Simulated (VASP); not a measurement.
Runs of VASP 6.6.1 on Ag2O3. The structure is that of space group Pn-3m (No. 224), or close to it. The cells are those of the table. 

| cell | gap on the mesh (eV) | pressure (GPa) |
| --- | --- | --- |
| a = 5.023 Å, 10 atoms | none | 0.1 |
| a = 4.955 Å, 10 atoms | none | 6.8 |
| a = 4.989 Å, 10 atoms | none | 3.3 |
| a = 4.920 Å, 10 atoms | none | (a) |

Alike in all rows: task single point; level r2SCAN; potentials or basis VASP PAW PBE potentials, release 64 (Ag, O); no spin polarisation; k mesh 7 × 7 × 7; cutoff (eV) 520; smearing fermi-dirac 0.1 eV.

Q: Estimate the missing entries.

A: (a) 10.8.

Caveats: the PAW data sets were made with another functional, which shifts forces and pressure a little; the cell stands under pressure (at least some runs).

A k mesh can miss the band edges, and the runs leave out spin-orbit coupling on Ag.

A gap of «none» marks levels without a gap at the run's occupations.
